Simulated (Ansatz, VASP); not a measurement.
# One calculation of TePb, two programs

File INCAR:

```
ALGO = Normal
EDIFF = 1E-8
ENCUT = 520
GGA = PS
ISIF = 2
ISMEAR = -1
LASPH = True
LCHARG = False
LEFG = True
LREAL = False
LWAVE = False
NBANDS = 17
NELM = 100
PREC = Accurate
SIGMA = 0.03
```

KPOINTS

```
k-points
0
Gamma
  10 10 10
```

File POSCAR:

```
TePb
1.0
    0.0000000000      3.2270000000      3.1947300000
    3.2270000000      0.0000000000      3.1947300000
    3.2270000000      3.2270000000      0.0000000000
Te Pb
1 1
Direct
    0.5000000000      0.5000000000      0.5000000000
    0.0000000000      0.0000000000      0.0000000000
```

Input for Ansatz:

```yaml
crystal:
  lattice:
    - [0.0, 3.227, 3.19473]
    - [3.227, 0.0, 3.19473]
    - [3.227, 3.227, 0.0]
  atoms:
    - { symbol: Te, position: [0.5, 0.5, 0.5] }
    - { symbol: Pb, position: [0.0, 0.0, 0.0] }
kpoints:
  mp_grid: { grid: [10, 10, 10] }
scf:
  occupations: { method: fermi_dirac, width: 0.03 }
hamiltonian:
  xc: pbesol
  pseudopotentials: { kind: paw }
output:
  forces: true
  stress: true
  eigenvalues: true
  efg: { contact_densities: true }
```

Change from the starting cell: zz strain of -1 %, PAW files.

Alike in both runs: task electric field gradients; functional PBEsol; k mesh 10 × 10 × 10; occupations fermi-dirac, width 0.03 eV; no spin polarisation.

|  | VASP | Ansatz |
| --- | --- | --- |
| version | VASP 6.6.1 | Ansatz 0.2.0 |
| potentials or method | VASP PAW PBE potentials, release 64 (Te, Pb_d) | PAW with Ansatz's default frozen-core files, scalar-relativistic |
| plane-wave cutoff (eV) | 520 | 420 |
| valence electrons in the cell | 20 | 30 |

|  | VASP | Ansatz | Ansatz less VASP |
| --- | --- | --- | --- |
| pressure (GPa) | 0.2 | 0.2 | +0.02 |
| traceless stress, the component that is largest in VASP (GPa) | 0.85 | 0.85 | -0.002 |
| size of Vzz on the site where it differs most (V/Å²) | 33.1 | 34.4 | +1.27 |

VASP's potentials were made for PBE, not for PBEsol. The functional is the same, so the differences come from potentials, cutoffs and numerics. VASP's potentials hold 20 valence electrons a cell and Ansatz's 30, so a difference there can come from the potentials and not from the codes.

Neither program's run includes spin-orbit coupling.
